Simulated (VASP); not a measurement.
# Al5GaAs6 (Pmm2) in VASP: single point with PBE

Aim: the single point of Al5GaAs6 with PBE.

Everything below comes from runs of VASP 6.6.1. Logs are shortened: lines on timing, memory, paths and dates and some standing lists are left out, and cuts for length are marked.

## 1. The cell of the first run

Symmetry: Pmm2, No. 25, orthorhombic system. The conventional cell has a = 4.054 Å, b = 12.158 Å, c = 5.729 Å, α = 90.00°, β = 90.00°, γ = 90.00°. Within 3.3 Å of Al (site symmetry m) lie 4 As at 2.48 Å. Within 3.3 Å of Al (site symmetry m) lie 4 As at 2.48 Å. Al (site symmetry mm2) has 4 As at 2.48 Å within 3.3 Å. Ga (site symmetry mm2) has 4 As at 2.49 Å within 3.3 Å. Within 3.3 Å of As (site symmetry m) lie 3 Al at 2.48 Å and 1 Ga at 2.49 Å. Within 3.3 Å of As (site symmetry mm2) lie 2 Al at 2.48 Å and 2 Ga at 2.49 Å. Within 3.3 Å of As (site symmetry m) lie 4 Al at 2.48 Å. As (site symmetry mm2) has 4 Al at 2.48 Å within 3.3 Å.

## 2. Single point, PBE

The input, INCAR:

```
SYSTEM = Al5GaAs6
PREC = Accurate
ENCUT = 520
EDIFF = 1E-6
ISMEAR = 0
SIGMA = 0.02
LREAL = .False.
LASPH = .True.
NELM = 100
ALGO = Normal
ISIF = 2
LWAVE = .False.
LCHARG = .True.
GGA = PE
LELF = .True.
LVHAR = .True.
NBANDS = 41
```

The input, KPOINTS:

```
regular mesh
0
Gamma
  8 4 6
  0 0 0
```

The input, POSCAR:

```
Al5GaAs6
1.0
    4.0541710000      0.0000000000      0.0000000000
    0.0000000000     12.1580710000      0.0000000000
    0.0000000000      0.0000000000      5.7293490000
Al Ga As
5 1 6
Direct
    0.0000000000      0.8330770000      0.0000070000
    0.0000000000      0.1669230000      0.0000070000
    0.5000000000      0.3334550000      0.4998620000
    0.0000000000      0.5000000000      0.0000000000
    0.5000000000      0.6665450000      0.4998620000
    0.5000000000      0.0000000000      0.5000850000
    0.5000000000      0.8327760000      0.7507560000
    0.0000000000      0.0000000000      0.2482040000
    0.5000000000      0.1672240000      0.7507560000
    0.0000000000      0.3334820000      0.2501090000
    0.5000000000      0.5000000000      0.7502430000
    0.0000000000      0.6665180000      0.2501090000
```

Potentials or basis: VASP PAW PBE potentials, release 64 (Al, Ga_d, As).

The run is started by

```sh
cat potpaw_PBE.64/Al/POTCAR potpaw_PBE.64/Ga_d/POTCAR potpaw_PBE.64/As/POTCAR > POTCAR
mpirun -np 1 vasp_std > vasp.out
```

OUTCAR:

```text
SYSTEM = Al5GaAs6
   PREC = Accurate
   ENCUT = 520
   EDIFF = 1E-6
   ISMEAR = 0
   LREAL = .False.
   LASPH = .True.
   NELM = 100
   ISIF = 2
   GGA = PE

 ion  position               nearest neighbor table
   1  0.000  0.833  0.000-   8 2.48   7 2.48   7 2.48  12 2.48
   2  0.000  0.167  0.000-   8 2.48   9 2.48   9 2.48  10 2.48
   3  0.500  0.333  0.500-   9 2.48  10 2.48  10 2.48  11 2.48
   4  0.000  0.500  0.000-  10 2.48  12 2.48  11 2.48  11 2.48
   5  0.500  0.667  0.500-   7 2.48  12 2.48  12 2.48  11 2.48
   6  0.500  0.000  0.500-   8 2.49   8 2.49   9 2.49   7 2.49
   7  0.500  0.833  0.751-   1 2.48   1 2.48   5 2.48   6 2.49
   8  0.000  0.000  0.248-   1 2.48   2 2.48   6 2.49   6 2.49
   9  0.500  0.167  0.751-   2 2.48   2 2.48   3 2.48   6 2.49
  10  0.000  0.333  0.250-   4 2.48   2 2.48   3 2.48   3 2.48
  11  0.500  0.500  0.750-   4 2.48   4 2.48   5 2.48   3 2.48
  12  0.000  0.667  0.250-   4 2.48   1 2.48   5 2.48   5 2.48

  LATTYP: Found a simple orthorhombic cell.
 ALAT       =     4.0541710000
 B/A-ratio  =     1.4131986539
 C/A-ratio  =     2.9989043383

  Lattice vectors:

 A1 = (  -4.0541710000,   0.0000000000,   0.0000000000)
 A2 = (   0.0000000000,   0.0000000000,   5.7293490000)
 A3 = (   0.0000000000,  12.1580710000,   0.0000000000)

Analysis of symmetry for initial positions (statically):
=====================================================================
 Subroutine PRICEL returns:
 Original cell was already a primitive cell.

 Routine SETGRP: Setting up the symmetry group for a
 simple orthorhombic supercell.

 Subroutine GETGRP returns: Found  4 space group operations
 (whereof  4 operations were pure point group operations)
 out of a pool of  8 trial point group operations.

The static configuration has the point symmetry C_2v.

Analysis of symmetry for dynamics (positions and initial velocities):
=====================================================================
 Subroutine PRICEL returns:
 Original cell was already a primitive cell.

 Routine SETGRP: Setting up the symmetry group for a
 simple orthorhombic supercell.

 Subroutine GETGRP returns: Found  4 space group operations
 (whereof  4 operations were pure point group operations)
 out of a pool of  8 trial point group operations.

The dynamic configuration has the point symmetry C_2v.

 Subroutine INISYM returns: Found  4 space group operations
 (whereof  4 operations are pure point group operations),
 and found     1 'primitive' translations

[... 129 lines left out ...]
   ISMEAR =     0;   SIGMA  =   0.02  broadening in eV -4-tet -1-fermi 0-gaus
   EFERMI_NEDOS =   21; number of points for ismear=-14 and -15
   IALGO  =     38    algorithm
   IMIX   =      4    mixing-type and parameters
     AMIX     =   0.40;   BMIX     =  1.00
     AMIX_MAG =   1.60;   BMIX_MAG =  1.00
  volume/ion in A,a.u.               =      23.53       158.81
  Fermi-wavevector in a.u.,A,eV,Ry     =   0.965888  1.825264 12.693417  0.932940
  Thomas-Fermi vector in A             =   2.095643
   LORBIT       =      0    0 simple, 1 ext, 2 COOP (PROOUT), +10 PAW based schemes
   GGA     = PE    functional components
   LHFCALC =     F    Hartree Fock is set to
   AEXX    =    0.0000 exact exchange contribution
   IVDW    =     0    specifies the selected vdW correction
   LEPSILON=     F    determine dielectric tensor
   LRPA    =     F    only Hartree local field effects (RPA)
 non-spin polarized calculation
 Gauss-broadening in eV      SIGMA  =   0.02
  energy-cutoff  :      520.00
  volume of cell :      282.40
 maximum number of plane-waves:      7638
   NGX = 15   NGY = 45   NGZ = 21

 number of electron      58.0000029 magnetization

 Free energy of the ion-electron system (eV)
  ---------------------------------------------------
  ext. energy  EPLUGINS =         0.00000000
  ---------------------------------------------------
  free energy    TOTEN  =       -55.20285802 eV

  energy without entropy =      -55.20285802  energy(sigma->0) =      -55.20285802

 E-fermi :   3.6994     XC(G=0):  -8.9827

 val. band max:        3.5891302879   @ k =   0.0000   0.0000   0.0000
 cond. band min:       5.0167086508   @ k =   0.0000   0.0000   0.0000
 fundamental gap:      1.4275783628
 Fermi energy:         3.6994175189

 k-point     1 :       0.0000    0.0000    0.0000
  band No.  band energies     occupation
      1     -10.8671      2.00000
      2     -10.8467      2.00000
      3     -10.8197      2.00000
      4     -10.7797      2.00000
      5     -10.7714      2.00000
      6      -8.2250      2.00000
[... 1045 lines left out ...]
     40       8.3446      0.00000
     41       8.7962      0.00000

 [... further k-points ...]

------------------------ aborting loop because EDIFF is reached ----------------------------------------

  FORCE on cell =-STRESS in cart. coord.  units (eV):
  Direction    XX          YY          ZZ          XY          YZ          ZX
  --------------------------------------------------------------------------------------
  -------------------------------------------------------------------------------------
  Total        0.2491940      0.3060740      0.2904644      0.0000000      0.0000000      0.0000000
  in kB        1.4137615      1.7364606      1.6479025      0.0000000      0.0000000      0.0000000
  external PRESSURE =       1.5993749 kB  Pullay stress =       0.0000000 kB

 VOLUME and BASIS-vectors are now :
 -----------------------------------------------------------------------------
  energy-cutoff  :      520.00
  volume of cell :      282.40
      direct lattice vectors                 reciprocal lattice vectors
     4.054171000  0.000000000  0.000000000     0.246659551  0.000000000  0.000000000
     0.000000000 12.158071000  0.000000000     0.000000000  0.082249890  0.000000000
     0.000000000  0.000000000  5.729349000     0.000000000  0.000000000  0.174539900

 POSITION                                       TOTAL-FORCE (eV/Angst)
 -----------------------------------------------------------------------------------
      0.00000     10.12861      0.00004        -0.000000      0.000053     -0.003647
      0.00000      2.02946      0.00004        -0.000000     -0.000053     -0.003647
      2.02709      4.05417      2.86388         0.000000     -0.000347     -0.002620
      0.00000      6.07904      0.00000        -0.000000      0.000000     -0.003314
      2.02709      8.10390      2.86388        -0.000000      0.000347     -0.002620
      2.02709      0.00000      2.86516        -0.000000      0.000000     -0.003345
      2.02709     10.12495      4.30134        -0.000000     -0.002720      0.003938
      0.00000      0.00000      1.42205        -0.000000      0.000000      0.001568
      2.02709      2.03312      4.30134        -0.000000      0.002720      0.003938
      0.00000      4.05450      1.43296        -0.000000     -0.000080      0.003272
      2.02709      6.07904      4.29840        -0.000000      0.000000      0.003207
      0.00000      8.10357      1.43296        -0.000000      0.000080      0.003272
 -----------------------------------------------------------------------------------
    total drift:                                0.000000     -0.000000     -0.000089

  FREE ENERGIE OF THE ION-ELECTRON SYSTEM (eV)
  ---------------------------------------------------
  free  energy   TOTEN  =       -55.2028580157 eV

  energy  without entropy=      -55.2028580157  energy(sigma->0) =      -55.20285802
```

OSZICAR:

```text
N       E                     dE             d eps       ncg     rms          rms(c)
DAV:   1     0.301733727719E+03    0.30173E+03   -0.22428E+04  4920   0.129E+03
DAV:   2    -0.138493466685E+02   -0.31558E+03   -0.29640E+03  5656   0.260E+02
DAV:   3    -0.546018348386E+02   -0.40752E+02   -0.39918E+02  5835   0.940E+01
DAV:   4    -0.563859004830E+02   -0.17841E+01   -0.17739E+01  6278   0.204E+01
DAV:   5    -0.564311809077E+02   -0.45280E-01   -0.45244E-01  6527   0.324E+00    0.753E+00
DAV:   6    -0.553597452384E+02    0.10714E+01   -0.17398E+00  6546   0.773E+00    0.432E+00
DAV:   7    -0.552003042733E+02    0.15944E+00   -0.10729E+00  6001   0.321E+00    0.143E+00
DAV:   8    -0.552010591109E+02   -0.75484E-03   -0.95607E-02  6082   0.209E+00    0.259E-01
DAV:   9    -0.552020028425E+02   -0.94373E-03   -0.82274E-03  6819   0.925E-01    0.123E-01
DAV:  10    -0.552026574662E+02   -0.65462E-03   -0.10598E-03  5821   0.166E-01    0.472E-02
DAV:  11    -0.552028463670E+02   -0.18890E-03   -0.30478E-04  6747   0.973E-02    0.183E-02
DAV:  12    -0.552028560776E+02   -0.97106E-05   -0.35189E-05  6012   0.340E-02    0.621E-03
DAV:  13    -0.552028577621E+02   -0.16844E-05   -0.25252E-06  5956   0.758E-03    0.164E-03
DAV:  14    -0.552028580157E+02   -0.25363E-06   -0.34858E-07  3859   0.301E-03
   1 F= -.55202858E+02 E0= -.55202858E+02  d E =-.377611E-17
```

Run time: 13 min. Hardware: 1 thread of Intel Xeon Platinum 8488C (Sapphire Rapids), shared host; peak memory 0.74 GiB.

What came out:

| Quantity | Value |
| --- | --- |
| Free energy | -55.2029 eV |
| Pressure | 0.2 GPa |
| Largest force | 0.005 eV/Å |
| Band gap on the k mesh | 1.43 eV |

Forces in eV/Å, atoms in the order of the input:
```
Al   0.000  0.000 -0.004
Al   0.000  0.000 -0.004
Al   0.000  0.000 -0.003
Al   0.000  0.000 -0.003
Al   0.000  0.000 -0.003
Ga   0.000  0.000 -0.003
As   0.000 -0.003  0.004
As   0.000  0.000  0.002
As   0.000  0.003  0.004
As   0.000  0.000  0.003
As   0.000  0.000  0.003
As   0.000  0.000  0.003
```

Levels at points of the mesh, in eV from the valence-band top:
```
           k point  band 26  band 27  band 28  band 29  band 30  band 31  band 32  band 33
(0.00, 0.00, 0.00)    -0.36    -0.02    -0.02     0.00     1.43     1.49     2.17     2.50
(0.50, 0.00, 0.00)    -2.19    -2.19    -0.95    -0.92     1.99     2.04     2.17     2.17
(0.00, 0.50, 0.00)    -0.58    -0.49    -0.16    -0.02     1.88     1.95     2.40     2.73
(0.50, 0.50, 0.00)    -1.67    -1.66    -1.66    -1.63     1.48     1.49     1.95     2.32
(0.00, 0.00, 0.50)    -1.04    -1.04    -1.02    -0.91     1.90     2.47     2.47     2.49
(0.50, 0.00, 0.50)    -0.88    -0.87    -0.84    -0.84     1.61     1.96     3.66     3.83
(0.00, 0.50, 0.50)    -0.89    -0.87    -0.84    -0.82     1.56     1.96     2.79     2.94
(0.50, 0.50, 0.50)    -1.20    -1.18    -1.18    -1.13     2.53     2.97     2.98     3.07
```

A k mesh can miss the band edges.
